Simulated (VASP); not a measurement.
# Rb in VASP: single point with PBE+D3(BJ)

Aim: the single point of Rb with PBE+D3(BJ).

Program: VASP 6.6.1. These are calculated values, not measurements. Logs are shortened: lines on timing, memory, paths and dates and some standing lists are left out, and cuts for length are marked.

## (1) The cell of the first run

The typed cell holds 4 atoms: a = 5.013 Å, b = 8.095 Å, c = 8.475 Å, α = 89.83°, β = 90.24°, γ = 89.99°.

## (2) Single point, PBE+D3(BJ)

Contents of INCAR:

```
SYSTEM = Rb
ALGO = Fast ; EDIFF = 1E-6
ENCUT = 520 ; GGA = PE
ISIF = 2 ; ISMEAR = 0
IVDW = 12 ; LASPH = .TRUE.
LCHARG = .FALSE. ; LREAL = .FALSE.
LWAVE = .FALSE. ; NBANDS = 26
NELM = 100 ; PREC = Accurate
SIGMA = 0.15
```

Contents of KPOINTS:

```
k-points
0
G
  8 4 4
  0 0 0
```

Contents of POSCAR:

```
Rb
1.0
   -5.0129540542      0.0101849799     -0.0002400878
   -0.0003926374     -0.0116435335     -8.0946180172
    0.0176409027     -8.4744811032     -0.0123317246
Rb
4
Direct
    0.4988628992      0.7498869628      0.1707474995
   -0.0018304894      0.7500846672      0.6707413587
    1.0017914336      0.2499375406      0.3292440995
    0.5011761565      0.2500908294      0.8292670423
```

Potentials or basis: VASP PAW PBE potentials, release 64 (Rb_sv).

Launch:

```
cat potpaw_PBE.64/Rb_sv/POTCAR > POTCAR
mpirun -np 1 vasp_std > vasp.out
```

OUTCAR:

```text
SYSTEM = Rb
   EDIFF = 1E-6
   ENCUT = 520
   GGA = PE
   ISIF = 2
   ISMEAR = 0
   IVDW = 12
   LASPH = .TRUE.
   LREAL = .FALSE.
   NELM = 100
   PREC = Accurate
 IVDW          = 12

 ion  position               nearest neighbor table
   1  0.499  0.750  0.171-   2 4.91   2 4.92   2 4.93   2 4.93   3 4.94   3 4.95   3 4.95   3 4.95
                             4 4.97   4 4.98
   2  0.998  0.750  0.671-   1 4.91   1 4.92   1 4.93   1 4.93   4 4.94   4 4.94   4 4.95   4 4.95
                             3 4.97   3 4.98
   3  0.002  0.250  0.329-   4 4.91   4 4.92   4 4.93   4 4.93   1 4.94   1 4.95   1 4.95   1 4.95
                             2 4.97   2 4.98
   4  0.501  0.250  0.829-   3 4.91   3 4.92   3 4.93   3 4.93   2 4.94   2 4.94   2 4.95   2 4.95
                             1 4.97   1 4.98

  LATTYP: Found a triclinic cell.
 ALAT       =     9.8284088435
 B/A-ratio  =     0.5100484205
 C/A-ratio  =     0.8235947985
 COS(alpha) =     0.0000934767
 COS(beta)  =     0.0025425660
 COS(gamma) =     0.5065017512

  Lattice vectors:

 A1 = (  -4.9953131515,  -8.4642961233,  -0.0125718124)
 A2 = (  -5.0129540542,   0.0101849799,  -0.0002400878)
 A3 = (  -0.0003926374,  -0.0116435335,  -8.0946180172)

Analysis of symmetry for initial positions (statically):
=====================================================================
 Subroutine PRICEL returns:
 Original cell was already a primitive cell.

 Routine SETGRP: Setting up the symmetry group for a
 triclinic supercell.

 Subroutine GETGRP returns: Found  1 space group operations
 (whereof  1 operations were pure point group operations)
 out of a pool of  2 trial point group operations.

The static configuration has the point symmetry C_1 .

Analysis of symmetry for dynamics (positions and initial velocities):
=====================================================================
 Subroutine PRICEL returns:
 Original cell was already a primitive cell.

 Routine SETGRP: Setting up the symmetry group for a
 triclinic supercell.

 Subroutine GETGRP returns: Found  1 space group operations
 (whereof  1 operations were pure point group operations)
 out of a pool of  2 trial point group operations.

The dynamic configuration has the point symmetry C_1 .

 Subroutine INISYM returns: Found  1 space group operations
 (whereof  1 operations are pure point group operations),
 and found     1 'primitive' translations

----------------------------------------------------------------------------------------

                                     Primitive cell

  volume of cell :     343.8749

  direct lattice vectors                    reciprocal lattice vectors
    -5.012954054  0.010184980 -0.000240088    -0.199484021 -0.000415271  0.000010274
    -0.000392637 -0.011643534 -8.094618017     0.000006282  0.000179782 -0.123539133
     0.017640903 -8.474481103 -0.012331725    -0.000239757 -0.118002071  0.000169749

  length of vectors
     5.012964407  8.094626401  8.474508437     0.199484454  0.123539264  0.118002437

  position of ions in fractional coordinates (direct lattice)
     0.498862899  0.749886963  0.170747500
     0.998169511  0.750084667  0.670741359
     0.001791434  0.249937541  0.329244100
     0.501176157  0.250090829  0.829267042

  ion indices of the primitive-cell ions
   primitive index   ion index
                 1           1
                 2           2
                 3           3
                 4           4

----------------------------------------------------------------------------------------

 KPOINTS: k-points

Automatic generation of k-mesh.
 Grid dimensions read from file:
 generate k-points for:    8    4    4

 Generating k-lattice:

  Cartesian coordinates                     Fractional coordinates (reciprocal lattice)
    -0.024935503 -0.000051909  0.000001284     0.125000000  0.000000000 -0.000000000
     0.000001570  0.000044946 -0.030884783     0.000000000  0.250000000 -0.000000000
    -0.000059939 -0.029500518  0.000042437    -0.000000000  0.000000000  0.250000000

  Length of vectors
     0.024935557  0.030884816  0.029500609

  Shift w.r.t. Gamma in fractional coordinates (k-lattice)
     0.000000000  0.000000000  0.000000000

 Subroutine IBZKPT returns following result:
 ===========================================

 Found     68 irreducible k-points:

 Following reciprocal coordinates:
            Coordinates               Weight
  0.000000  0.000000  0.000000      1.000000
  0.125000  0.000000 -0.000000      2.000000
  0.250000  0.000000 -0.000000      2.000000
  0.375000  0.000000  0.000000      2.000000
  0.500000  0.000000 -0.000000      1.000000
  0.000000  0.250000 -0.000000      2.000000
[... 16 lines left out ...]
  0.500000  0.000000  0.250000      2.000000
 -0.375000  0.000000  0.250000      2.000000
 [... further k-points ...]
   k-points           NKPTS =     68   k-points in BZ     NKDIM =     68   number of bands    NBANDS=     26
   number of dos      NEDOS =    301   number of ions     NIONS =      4
   total plane-waves  NPLWV = 153600
   dimension x,y,z NGX =    40 NGY =   60 NGZ =   64
   dimension x,y,z NGXF=    80 NGYF=  120 NGZF=  128
   ions per type =               4
   NGX,Y,Z   is equivalent  to a cutoff of  13.27, 12.32, 12.55 a.u.
   NGXF,Y,Z  is equivalent  to a cutoff of  26.53, 24.65, 25.11 a.u.
 SYSTEM =  Rb
   PREC   = accura    normal or accurate (medium, high low for compatibility)
   ISTART =      0    job   : 0-new  1-cont  2-samecut
   ICHARG =      2    charge: 1-file 2-atom 10-const
   ISPIN  =      1    spin polarized calculation?
   LNONCOLLINEAR =      F non collinear calculations
   LSORBIT =      F    spin-orbit coupling
   LASPH  =      T    aspherical Exc in radial PAW
   ENCUT  =  520.0 eV  38.22 Ry    6.18 a.u.   9.32 15.05 15.76*2*pi/ulx,y,z
   NELM   =    100;   NELMIN=  2; NELMDL= -5     # of ELM steps
   EDIFF  = 0.1E-05   stopping-criterion for ELM
   LREAL  =      F    real-space projection
   EDIFFG = 0.1E-04   stopping-criterion for IOM
   NSW    =      0    number of steps for IOM
   IBRION =     -1    ionic relax: 0-MD 1-quasi-New 2-CG
   NFREE  =      0    steps in history (QN), initial steepest desc. (CG)
   ISIF   =      2    stress and relaxation
   ISYM   =      2    0-nonsym 1-usesym 2-fastsym
   POTIM  = 0.5000    time-step for ionic-motion
   TEBEG  =    0.0;   TEEND  =   0.0 temperature during run
   PSTRESS=    0.0 pullay stress
   NELECT =      36.0000    total number of electrons
   NUPDOWN=      -1.0000    fix difference up-down
   EMIN   =  10.00;   EMAX   =-10.00  energy-range for DOS
   EFERMI =   0.00;   METHOD = LEGACY
   ISMEAR =     0;   SIGMA  =   0.15  broadening in eV -4-tet -1-fermi 0-gaus
   EFERMI_NEDOS =   21; number of points for ismear=-14 and -15
   IALGO  =     68    algorithm
   IMIX   =      4    mixing-type and parameters
     AMIX     =   0.40;   BMIX     =  1.00
     AMIX_MAG =   1.60;   BMIX_MAG =  1.00
  volume/ion in A,a.u.               =      85.97       580.15
  Fermi-wavevector in a.u.,A,eV,Ry     =   0.771570  1.458056  8.099831  0.595321
  Thomas-Fermi vector in A             =   1.873017
   LORBIT       =      0    0 simple, 1 ext, 2 COOP (PROOUT), +10 PAW based schemes
   GGA     = PE    functional components
   LHFCALC =     F    Hartree Fock is set to
   AEXX    =    0.0000 exact exchange contribution
   IVDW    =    12    specifies the selected vdW correction
   LEPSILON=     F    determine dielectric tensor
   LRPA    =     F    only Hartree local field effects (RPA)
 non-spin polarized calculation
 RMM-DIIS sequential band-by-band and
 Gauss-broadening in eV      SIGMA  =   0.15
  energy-cutoff  :      520.00
  volume of cell :      343.87
 maximum number of plane-waves:      9308
 NGX is ok and might be reduce to    40
   NGX = 19   NGY = 31   NGZ = 31

 number of electron      36.0000000 magnetization

 Free energy of the ion-electron system (eV)
  ---------------------------------------------------
  ext. energy  EPLUGINS =         0.00000000
  ---------------------------------------------------
  free energy    TOTEN  =        -3.76302162 eV

  energy without entropy =       -3.72585779  energy(sigma->0) =       -3.74443971

 E-fermi :   0.1400     XC(G=0):  -5.6042

 val. band max:        0.1352115631   @ k =  -0.1250   0.5000   0.2500
 cond. band min:       0.1633985800   @ k =   0.5000  -0.0000   0.5000
 fundamental gap:      0.0281870169
 Fermi energy:         0.1400427757

 k-point     1 :       0.0000    0.0000    0.0000
  band No.  band energies     occupation
      1     -28.7258      2.00000
      2     -28.7208      2.00000
      3     -28.7205      2.00000
      4     -28.7187      2.00000
      5     -12.8775      2.00000
      6     -12.8709      2.00000
[... 18 lines left out ...]
     25       2.7541      0.00000
     26       3.4778      0.00000

 k-point     2 :       0.1250    0.0000   -0.0000
  band No.  band energies     occupation
      1     -28.7253      2.00000
      2     -28.7206      2.00000
      3     -28.7203      2.00000
      4     -28.7188      2.00000
      5     -12.8732      2.00000
      6     -12.8668      2.00000
[... 18 lines left out ...]
     25       2.8011      0.00000
     26       3.1432      0.00000

 k-point     3 :       0.2500    0.0000   -0.0000
  band No.  band energies     occupation
      1     -28.7240      2.00000
      2     -28.7200      2.00000
      3     -28.7199      2.00000
      4     -28.7190      2.00000
      5     -12.8614      2.00000
      6     -12.8561      2.00000
[... 572 lines left out ...]
 k-point    23 :       0.5000    0.0000    0.2500
  band No.  band energies     occupation
      1     -28.7208      2.00000
      2     -28.7208      2.00000
      3     -28.7193      2.00000
      4     -28.7192      2.00000
      5     -12.8591      2.00000
      6     -12.8583      2.00000
[... 18 lines left out ...]
     25       2.3631      0.00000
     26       2.4725      0.00000

 k-point    24 :      -0.3750    0.0000    0.2500
  band No.  band energies     occupation
      1     -28.7221      2.00000
      2     -28.7203      2.00000
      3     -28.7195      2.00000
      4     -28.7191      2.00000
      5     -12.8586      2.00000
      6     -12.8454      2.00000
[... 18 lines left out ...]
     25       2.3159      0.00000
     26       2.7091      0.00000

 [... further k-points ...]

------------------------ aborting loop because EDIFF is reached ----------------------------------------

 Edisp (eV)   -0.42845

 E8    (eV) :    -0.2450

  FORCE on cell =-STRESS in cart. coord.  units (eV):
  Direction    XX          YY          ZZ          XY          YZ          ZX
  --------------------------------------------------------------------------------------
  -------------------------------------------------------------------------------------
  Total      -0.00084    -0.01097    -0.00795     0.01022    -0.00225    -0.00015
  in kB      -0.00393    -0.05110    -0.03702     0.04763    -0.01050    -0.00070
  external pressure =       -0.03 kB  Pullay stress =        0.00 kB

 VOLUME and BASIS-vectors are now :
 -----------------------------------------------------------------------------
  energy-cutoff  :      520.00
  volume of cell :      343.87
      direct lattice vectors                 reciprocal lattice vectors
    -5.012954054  0.010184980 -0.000240088    -0.199484021 -0.000415271  0.000010274
    -0.000392637 -0.011643534 -8.094618017     0.000006282  0.000179782 -0.123539133
     0.017640903 -8.474481103 -0.012331725    -0.000239757 -0.118002071  0.000169749

 POSITION                                       TOTAL-FORCE (eV/Angst)
 -----------------------------------------------------------------------------------
     -2.49806     -1.45065     -6.07227         0.000180     -0.000612     -0.000270
     -4.99224     -5.68275     -6.08016        -0.000444     -0.000650      0.000139
     -0.00327     -2.79306     -2.02721         0.000340      0.000509     -0.000018
     -2.49784     -7.02542     -2.03474        -0.000076      0.000753      0.000150
 -----------------------------------------------------------------------------------
    total drift:                               -0.000145      0.000109      0.000094

  FREE ENERGIE OF THE ION-ELECTRON SYSTEM (eV)
  ---------------------------------------------------
  free  energy   TOTEN  =        -4.1914742202 eV

  energy  without entropy=       -4.1543103908  energy(sigma->0) =       -4.17289231
```

Run time: 5.5 min. Hardware: 1 thread of Intel Xeon 6975P-C (Granite Rapids), shared host; peak memory 0.67 GiB.

What came out:

* Free energy: -4.1915 eV
* Pressure: 0.0 GPa
* Band gap on the k mesh: zero (bands 18 and 19 overlap by 1.26 eV)
* Dispersion energy per atom: -0.107 eV

Levels at points of the mesh, in eV from the Fermi level:
```csv
k point,band 16,band 17,band 18,band 19,band 20,band 21
"(0.00, 0.00, 0.00)",-12.90,-2.05,0.08,0.12,0.38,0.69
"(0.50, 0.00, 0.00)",-12.93,-0.33,-0.33,1.26,1.26,1.28
"(0.00, 0.50, 0.00)",-12.91,-1.34,-1.34,0.44,0.44,0.99
"(0.50, 0.50, 0.00)",-12.92,0.21,0.21,0.21,0.21,1.58
"(0.00, 0.00, 0.50)",-12.91,-1.40,-1.40,0.79,0.79,0.87
"(0.50, 0.00, 0.50)",-12.92,0.02,0.03,0.29,0.31,1.28
"(0.00, 0.50, 0.50)",-12.92,-0.75,-0.75,-0.75,-0.75,2.21
"(0.50, 0.50, 0.50)",-12.93,0.37,0.37,0.38,0.39,0.93
```

The gap in the log of VASP goes by the Fermi energy; the results here count the filled bands.